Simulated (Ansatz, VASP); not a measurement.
**One calculation of HfN, two programs**

```
Hf N
1.0
     0.00000    2.23403    2.23403
     2.23403    0.00000    2.23403
     2.23403    2.23403    0.00000
Hf N
1 1
Direct
  0.00000 0.00000 0.00000
  0.50000 0.50000 0.50000
```

Alike in both runs: functional LDA; k mesh 16 × 16 × 16; occupations gaussian, width 0.1 eV; no spin polarisation.

Ansatz relaxed the structure, and its values are those at the end. VASP's run is a single point on that final structure, the one shown.

|  | VASP | Ansatz |
| --- | --- | --- |
| version | VASP 6.6.1 | Ansatz 0.2.0 |
| potentials or method | VASP PAW LDA potentials, release 64 (Hf_pv, N) | scalar-relativistic, plane waves, PAW |
| plane-wave cutoff (eV) | 520 | 420 |
| valence electrons in the cell | 15 | 31 |

|  | VASP | Ansatz | Ansatz less VASP |
| --- | --- | --- | --- |
| gap on the k mesh at the Fermi level (eV) | none | none | - |
| pressure (GPa) | -1.2 | 0.0 | +1.23 |

LDA's correlation is that of Perdew and Zunger in VASP and of Perdew and Wang (1992) in Ansatz. A gap of «none» marks a metal or a gap that the smearing closes. VASP's potentials hold 15 valence electrons a cell and Ansatz's 31, so a difference there can come from the potentials and not from the codes.

Neither program's run includes spin-orbit coupling.
